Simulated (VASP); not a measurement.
# Ba in VASP: a series of runs, part 2 of 2

VASP 6.6.1. The steps go on from the part before.

**3. Single point, PBE**

Input file INCAR:

```
SYSTEM = Ba
ALGO = Normal
DIPOL = 0.5 0.5 0.500
EDIFF = 1E-6
ENCUT = 400
GGA = PE
GGA_COMPAT = .False.
IDIPOL = 3
ISIF = 2
ISMEAR = -1
LASPH = .True.
LCHARG = .True.
LDIPOL = .True.
LELF = .True.
LREAL = .False.
LVACPOTAV = .True.
LVHAR = .True.
LWAVE = .False.
NBANDS = 28
NELM = 120
NELMDL = -8
PREC = Accurate
SIGMA = 0.05
```

Input file KPOINTS:

```
k-points
0
Gamma
  6 6 1
  0 0 0
```

Input file POSCAR:

```
Ba
1.0
    4.5716786896      0.0000000000      0.0000000000
    0.0000000000      4.5716786896      0.0000000000
    0.0000000000      0.0000000000     24.6979950084
Ba
4
Direct
    0.5000000000      0.5000000000      0.3036683746
    0.0000000000      0.0000000000      0.4345561249
    0.5000000000      0.5000000000      0.5654438751
    0.0000000000      0.0000000000      0.6963316254
```

Potentials or basis: VASP PAW PBE potentials, release 64 (Ba_sv).

Started as:

```console
$ cat potpaw_PBE.64/Ba_sv/POTCAR > POTCAR
$ mpirun -np 1 vasp_std > vasp.out
```

OUTCAR:

```text
SYSTEM = Ba
   EDIFF = 1E-6
   ENCUT = 400
   GGA = PE
   ISIF = 2
   ISMEAR = -1
   LASPH = .True.
   LREAL = .False.
   NELM = 120
   NELMDL = -8
   PREC = Accurate

 ion  position               nearest neighbor table
   1  0.500  0.500  0.304-   2 4.57   2 4.57   2 4.57   2 4.57
   2  0.000  0.000  0.435-   3 4.57   3 4.57   3 4.57   3 4.57   1 4.57   1 4.57   1 4.57   1 4.57

   3  0.500  0.500  0.565-   2 4.57   2 4.57   2 4.57   2 4.57   4 4.57   4 4.57   4 4.57   4 4.57

   4  0.000  0.000  0.696-   3 4.57   3 4.57   3 4.57   3 4.57

  LATTYP: Found a simple tetragonal cell.
 ALAT       =     4.5716786896
 C/A-ratio  =     5.4023908252

  Lattice vectors:

 A1 = (   4.5716786896,   0.0000000000,   0.0000000000)
 A2 = (   0.0000000000,   4.5716786896,   0.0000000000)
 A3 = (   0.0000000000,   0.0000000000,  24.6979950084)

Analysis of symmetry for initial positions (statically):
=====================================================================
 Subroutine PRICEL returns:
 Original cell was already a primitive cell.

 Routine SETGRP: Setting up the symmetry group for a
 simple tetragonal supercell.

 Subroutine GETGRP returns: Found 16 space group operations
 (whereof  8 operations were pure point group operations)
 out of a pool of 16 trial point group operations.

The static configuration has the point symmetry C_4v.
 The point group associated with its full space group is D_4h.

Analysis of symmetry for dynamics (positions and initial velocities):
=====================================================================
 Subroutine PRICEL returns:
 Original cell was already a primitive cell.

 Routine SETGRP: Setting up the symmetry group for a
 simple tetragonal supercell.

 Subroutine GETGRP returns: Found 16 space group operations
 (whereof  8 operations were pure point group operations)
 out of a pool of 16 trial point group operations.

The dynamic configuration has the point symmetry C_4v.
 The point group associated with its full space group is D_4h.

 Subroutine INISYM returns: Found 16 space group operations
 (whereof  8 operations are pure point group operations),
 and found     1 'primitive' translations

----------------------------------------------------------------------------------------

                                     Primitive cell

  volume of cell :     516.1942

  direct lattice vectors                    reciprocal lattice vectors
     4.571678690  0.000000000  0.000000000     0.218738032  0.000000000  0.000000000
     0.000000000  4.571678690  0.000000000     0.000000000  0.218738032  0.000000000
     0.000000000  0.000000000 24.697995008     0.000000000  0.000000000  0.040489117

  length of vectors
     4.571678690  4.571678690 24.697995008     0.218738032  0.218738032  0.040489117

  position of ions in fractional coordinates (direct lattice)
     0.500000000  0.500000000  0.303668375
     0.000000000  0.000000000  0.434556125
     0.500000000  0.500000000  0.565443875
     0.000000000  0.000000000  0.696331625

  ion indices of the primitive-cell ions
   primitive index   ion index
                 1           1
                 2           2
[... 27 lines left out ...]
 Found     10 irreducible k-points:

 Following reciprocal coordinates:
            Coordinates               Weight
  0.000000  0.000000  0.000000      1.000000
  0.166667  0.000000  0.000000      4.000000
  0.333333  0.000000  0.000000      4.000000
  0.500000  0.000000  0.000000      2.000000
  0.166667  0.166667  0.000000      4.000000
  0.333333  0.166667  0.000000      8.000000
  0.500000  0.166667  0.000000      4.000000
  0.333333  0.333333  0.000000      4.000000
  0.500000  0.333333  0.000000      4.000000
  0.500000  0.500000  0.000000      1.000000
   k-points           NKPTS =     10   k-points in BZ     NKDIM =     10   number of bands    NBANDS=     28
   number of dos      NEDOS =    301   number of ions     NIONS =      4
   total plane-waves  NPLWV = 145800
   dimension x,y,z NGX =    30 NGY =   30 NGZ =  162
   dimension x,y,z NGXF=    60 NGYF=   60 NGZF=  324
   ions per type =               4
   NGX,Y,Z   is equivalent  to a cutoff of  10.91, 10.91, 10.90 a.u.
   NGXF,Y,Z  is equivalent  to a cutoff of  21.82, 21.82, 21.81 a.u.
 SYSTEM =  Ba
   PREC   = accura    normal or accurate (medium, high low for compatibility)
   ISTART =      0    job   : 0-new  1-cont  2-samecut
   ICHARG =      2    charge: 1-file 2-atom 10-const
   ISPIN  =      1    spin polarized calculation?
   LNONCOLLINEAR =      F non collinear calculations
   LSORBIT =      F    spin-orbit coupling
   LASPH  =      T    aspherical Exc in radial PAW
   ENCUT  =  400.0 eV  29.40 Ry    5.42 a.u.   7.46  7.46 40.28*2*pi/ulx,y,z
   NELM   =    120;   NELMIN=  2; NELMDL= -8     # of ELM steps
   EDIFF  = 0.1E-05   stopping-criterion for ELM
   LREAL  =      F    real-space projection
   EDIFFG = 0.1E-04   stopping-criterion for IOM
   NSW    =      0    number of steps for IOM
   IBRION =     -1    ionic relax: 0-MD 1-quasi-New 2-CG
   NFREE  =      0    steps in history (QN), initial steepest desc. (CG)
   ISIF   =      2    stress and relaxation
   ISYM   =      2    0-nonsym 1-usesym 2-fastsym
   POTIM  = 0.5000    time-step for ionic-motion
   TEBEG  =    0.0;   TEEND  =   0.0 temperature during run
   PSTRESS=    0.0 pullay stress
   NELECT =      40.0000    total number of electrons
   NUPDOWN=      -1.0000    fix difference up-down
   EMIN   =  10.00;   EMAX   =-10.00  energy-range for DOS
   EFERMI =   0.00;   METHOD = LEGACY
   ISMEAR =    -1;   SIGMA  =   0.05  broadening in eV -4-tet -1-fermi 0-gaus
   EFERMI_NEDOS =   21; number of points for ismear=-14 and -15
   IALGO  =     38    algorithm
   IMIX   =      4    mixing-type and parameters
     AMIX     =   0.40;   BMIX     =  1.00
     AMIX_MAG =   1.60;   BMIX_MAG =  1.00
  volume/ion in A,a.u.               =     129.05       870.86
  Fermi-wavevector in a.u.,A,eV,Ry     =   0.697949  1.318933  6.627847  0.487133
  Thomas-Fermi vector in A             =   1.781418
   LORBIT       =      0    0 simple, 1 ext, 2 COOP (PROOUT), +10 PAW based schemes
   GGA     = PE    functional components
   LHFCALC =     F    Hartree Fock is set to
   AEXX    =    0.0000 exact exchange contribution
   IVDW    =     0    specifies the selected vdW correction
   LEPSILON=     F    determine dielectric tensor
   LRPA    =     F    only Hartree local field effects (RPA)
 non-spin polarized calculation
  energy-cutoff  :      400.00
  volume of cell :      516.19
 maximum number of plane-waves:      9441
 NGX is ok and might be reduce to    30
   NGX = 15   NGY = 15   NGZ = 81

 number of electron      40.0000000 magnetization

 dipolmoment           0.000000      0.000000      0.000000 electrons x Angstroem

 Free energy of the ion-electron system (eV)
  ---------------------------------------------------
  ext. energy  EPLUGINS =         0.00000000
  ---------------------------------------------------
  free energy    TOTEN  =        -6.78015671 eV

  energy without entropy =       -6.71562907  energy(sigma->0) =       -6.74789289

 E-fermi :  -0.2121     XC(G=0):  -4.4203

 val. band max:       -0.2246898402   @ k =   0.3333   0.1667   0.0000
 cond. band min:      -0.2111610704   @ k =   0.3333   0.3333   0.0000
 fundamental gap:      0.0135287698
 Fermi energy:        -0.2121032339

 k-point     1 :       0.0000    0.0000    0.0000
  band No.  band energies     occupation
      1     -29.7523      2.00000
      2     -29.7523      2.00000
      3     -29.2080      2.00000
      4     -29.1884      2.00000
      5     -14.9782      2.00000
      6     -14.9758      2.00000
[... 299 lines left out ...]
     27       1.7029      0.00000
     28       1.7345      0.00000

------------------------ aborting loop because EDIFF is reached ----------------------------------------

  FORCE on cell =-STRESS in cart. coord.  units (eV):
  Direction    XX          YY          ZZ          XY          YZ          ZX
  --------------------------------------------------------------------------------------
  -------------------------------------------------------------------------------------
  Total       -1.2069580     -1.2069580     -0.5692506      0.0000000      0.0000000      0.0000000
  in kB       -3.7461886     -3.7461886     -1.7668554      0.0000000      0.0000000      0.0000000
  external PRESSURE =      -3.0864109 kB  Pullay stress =       0.0000000 kB

 VOLUME and BASIS-vectors are now :
 -----------------------------------------------------------------------------
  energy-cutoff  :      400.00
  volume of cell :      516.19
      direct lattice vectors                 reciprocal lattice vectors
     4.571678690  0.000000000  0.000000000     0.218738032  0.000000000  0.000000000
     0.000000000  4.571678690  0.000000000     0.000000000  0.218738032  0.000000000
     0.000000000  0.000000000 24.697995008     0.000000000  0.000000000  0.040489117

 POSITION                                       TOTAL-FORCE (eV/Angst)
 -----------------------------------------------------------------------------------
      2.28584      2.28584      7.50000         0.000000     -0.000000      0.071280
      0.00000      0.00000     10.73267        -0.000000     -0.000000     -0.043316
      2.28584      2.28584     13.96533        -0.000000      0.000000      0.043316
      0.00000      0.00000     17.19800        -0.000000      0.000000     -0.071280
 -----------------------------------------------------------------------------------
    total drift:                                0.000000      0.000000      0.000000

  FREE ENERGIE OF THE ION-ELECTRON SYSTEM (eV)
  ---------------------------------------------------
  free  energy   TOTEN  =        -6.7801567092 eV

  energy  without entropy=       -6.7156290704  energy(sigma->0) =       -6.74789289

 vacuum level on the upper side and lower side of the slab         2.090         2.090
```

OSZICAR:

```text
N       E                     dE             d eps       ncg     rms          rms(c)
DAV:   1     0.335591170743E+03    0.33559E+03   -0.13035E+04   616   0.859E+02
DAV:   2     0.359345340331E+02   -0.29966E+03   -0.29514E+03   824   0.212E+02
DAV:   3    -0.620442996870E+01   -0.42139E+02   -0.41868E+02   860   0.768E+01
[... 16 lines left out ...]
DAV:  20    -0.678010225160E+01   -0.13352E-03   -0.33803E-05   508   0.111E-02    0.240E-03
DAV:  21    -0.678014622791E+01   -0.43976E-04   -0.55669E-06   528   0.455E-03    0.967E-04
DAV:  22    -0.678015472681E+01   -0.84989E-05   -0.75890E-07   452   0.208E-03    0.478E-04
DAV:  23    -0.678015632762E+01   -0.16008E-05   -0.22014E-07   480   0.902E-04    0.200E-04
DAV:  24    -0.678015670920E+01   -0.38158E-06   -0.58313E-08   452   0.459E-04
   1 F= -.67801567E+01 E0= -.67478929E+01  d E =-.645276E-01
```

Run time: 5 min. Hardware: 1 thread of Intel Xeon 8259CL, shared host; peak memory 0.39 GiB.

Results:

| Item | Value |
| --- | --- |
| Free energy | -6.7802 eV |
| Largest force | 0.071 eV/Å |
| Band gap on the k mesh | zero (bands 20 and 21 overlap by 0.08 eV) |

Forces on the atoms (eV/Å):
```
Ba   0.000  0.000  0.071
Ba   0.000  0.000 -0.043
Ba   0.000  0.000  0.043
Ba   0.000  0.000 -0.071
```

Levels at points of the mesh, in eV from the Fermi level:
```csv
k point,band 18,band 19,band 20,band 21,band 22,band 23
"(0.00, 0.00, 0.00)",-2.10,-1.39,-0.87,-0.08,0.15,0.43
"(0.50, 0.00, 0.00)",-0.88,-0.67,-0.67,0.38,0.38,0.68
"(0.50, 0.50, 0.00)",-0.63,-0.28,-0.28,-0.04,-0.04,0.32
```

Caveat: spin-orbit coupling is left out, which moves the levels of the heavy elements.
